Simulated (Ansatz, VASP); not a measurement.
**Two plane-wave programs on PtS2**

The input INCAR:

```
SYSTEM = PtS2
  PREC = Accurate
  ENCUT = 520
  EDIFF = 1E-6
  ISMEAR = 0
  SIGMA = 0.02
  LREAL = .FALSE.
  LASPH = .TRUE.
  NELM = 60
  ALGO = Normal
  ISIF = 2
  LWAVE = .FALSE.
  LCHARG = .TRUE.
  LDIPOL = .TRUE.
  IDIPOL = 3
  DIPOL = 0.5 0.5 0.500
  GGA = PE
  IVDW = 12
  LELF = .TRUE.
  LVHAR = .TRUE.
  LVACPOTAV = .TRUE.
  NBANDS = 18
```

File KPOINTS:

```
regular mesh
0
G
  9 9 1
  0 0 0
```

The input POSCAR:

```
PtS2
1.0
    3.4000000000      0.0000000000      0.0000000000
   -1.7000000000      2.9444863729      0.0000000000
    0.0000000000      0.0000000000     30.8254864268
S Pt
2 1
Direct
    0.6666666667      0.3333333333      0.4576162406
    0.3333333333      0.6666666667      0.5423837594
    0.0000000000      0.0000000000      0.5000000000
```

Input for Ansatz:

```yaml
crystal:
  lattice:
    - [3.4, 0.0, 0.0]
    - [-1.7, 2.9444863729, 0.0]
    - [0.0, 0.0, 30.8254864268]
  atoms:
    - { symbol: S, position: [0.6666666667, 0.3333333333, 0.4576162406] }
    - { symbol: Pt, position: [0.0, 0.0, 0.5] }
    - { symbol: S, position: [0.3333333333, 0.6666666667, 0.5423837594] }
  periodic: [true, true, false]
basis:
  ecutwfc: 420
kpoints:
  mp_grid: { grid: [9, 9, 1] }
hamiltonian:
  xc: pbe
  dispersion: d3bj
scf:
  occupations: { method: gaussian, width: 0.02 }
output:
  forces: true
  stress: true
  eigenvalues: true
  write_density: true
  write_potential: true
  elf: true
  volumetric_format: npy
```

Alike in both runs: task single point; functional PBE; dispersion D3(BJ); k mesh 9 × 9 × 1; occupations gaussian, width 0.02 eV; no spin polarisation.

|  | VASP | Ansatz |
| --- | --- | --- |
| version | VASP 6.6.1 | Ansatz 0.2.0 |
| potentials or method | VASP PAW PBE potentials, release 64 (S, Pt), cutoff 520 eV | scalar-relativistic, plane waves, PAW |
| valence electrons in the cell | 22 | 30 |

```csv
,VASP,Ansatz,Ansatz less VASP
gap on the k mesh at the Fermi level (eV),1.75,1.75,+0.004
least direct gap on the mesh (eV),1.90,1.90,0.000
rms of the force components (eV/Å),0.104,0.126,+0.0219
```

VASP's potentials hold 22 valence electrons a cell and Ansatz's 30, so a difference there can come from the potentials and not from the codes. Ansatz's warnings: xc potential rough in thin density.

Neither program's run includes spin-orbit coupling.
